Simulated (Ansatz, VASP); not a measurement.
Two plane-wave programs on Ti3Si

```
Ti Si
1.0
     0.00000    3.10797    3.01473
     3.10797    0.00000    3.01473
     3.10797    3.10797    0.00000
Ti Si
3 1
Direct
  0.75000 0.75000 0.75000
  0.25000 0.25000 0.25000
  0.00000 0.00000 0.00000
  0.50000 0.50000 0.50000
```

Change from the starting cell: strain -0.0300 x Voigt [0, 0, 1, 0, 0, 0], atoms carried along.

Alike in both runs: task single point; functional PBEsol; k mesh 14 × 14 × 14; occupations gaussian, width 0.15 eV; collinear spin.

```csv
,VASP,Ansatz
version,VASP 6.6.1,Ansatz 0.2.0
potentials or method,"VASP PAW PBE potentials, release 64 (Ti_sv, Si), cutoff 520 eV","scalar-relativistic, plane waves, PAW"
valence electrons in the cell,40,40
```

```csv
,VASP,Ansatz,Ansatz less VASP
gap on the k mesh at the Fermi level (eV),none,none,-
pressure (GPa),4.4,4.5,+0.11
"traceless stress, the component that is largest in VASP (GPa)",0.77,0.78,+0.005
net moment per atom (μB),0.30,0.30,0.000
size of the moment on the site where the two differ most (μB),0.64,0.61,-0.028
```

VASP's potentials were made for PBE, not for PBEsol. Site moments also hang on the region over which each program counts them. A gap of «none» marks a metal or a gap that the smearing closes.
